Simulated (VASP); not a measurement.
# I: single point with PBEsol

Crystal: I.

```
I
1.0
    -2.01230    2.01230    2.01230
     2.01230   -2.01230    2.01230
     2.01230    2.01230   -2.01230
I
1
Direct
  0.00000 0.00000 0.00000
```

```
Program                : VASP 6.6.1
Task                   : single point
Functional             : PBEsol
Potentials or basis    : VASP PAW PBE potentials, release 64 (I)
Cutoff                 : 500 eV
k mesh                 : 15 × 15 × 15
Occupations            : methfessel-paxton, width 0.1 eV
Spin                   : no spin polarisation
Dipole correction      : no
Further INCAR settings : ALGO = Normal; EDIFF = 1e-06; NBANDS = 10
```

| Property | Result |
| --- | --- |
| Pressure | 0.0 GPa |
| Band gap on the k mesh | zero (an odd number of electrons rules out a gap without spin polarisation) |

Levels at points of the mesh, in eV from the Fermi level:
```tsv
k point	band 1	band 2	band 3	band 4	band 5	band 6	band 7	band 8	band 9
(0.00, 0.00, 0.00)	-14.10	0.97	0.97	0.97	7.26	9.71	9.71	9.71	12.02
```

Wall time 16 s on 1 thread of AMD EPYC 9R14 (Zen 4) (shared host), peak memory 0.15 GiB.

Caveat: the PAW data sets were made with another functional, which shifts forces and pressure a little; spin-orbit coupling is left out, which moves the levels of the heavy elements; an odd number of electrons without spin polarisation forces a metal; a magnetic or distorted state may lie lower.
